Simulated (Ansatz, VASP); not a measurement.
One calculation of Mg, two programs

```
CELL_PARAMETERS angstrom
4.86173 0.00000 0.00000
-2.43086 4.21038 0.00000
0.00000 0.00000 2.94545
ATOMIC_POSITIONS crystal
Mg 0.00000 0.00000 0.00000
Mg 0.33333 0.66667 0.50000
Mg 0.66667 0.33333 0.50000
```

Alike in both runs: task single point; functional PBEsol; k mesh 8 × 8 × 12; occupations fermi-dirac, width 0.1 eV; no spin polarisation.

|  | VASP | Ansatz |
| --- | --- | --- |
| version | VASP 6.6.1 | Ansatz 0.2.0 |
| potentials or method | VASP PAW PBE potentials, release 64 (Mg), cutoff 520 eV | plane waves (420 eV) with PAW, scalar-relativistic |
| valence electrons in the cell | 6 | 30 |

Ansatz gave:

- pressure (GPa): 5.8
- traceless stress, the component that is largest in VASP (GPa): -0.08

**Question.** Estimate VASP's values.

**Answer.** Pressure (GPa): 5.8; traceless stress, the component that is largest in VASP (GPa): -0.09.

VASP's potentials were made for PBE, not for PBEsol, and Ansatz warns of the same on its side. The functional is the same, so the differences come from potentials, cutoffs and numerics. VASP's potentials hold 6 valence electrons a cell and Ansatz's 30, so a difference there can come from the potentials and not from the codes.
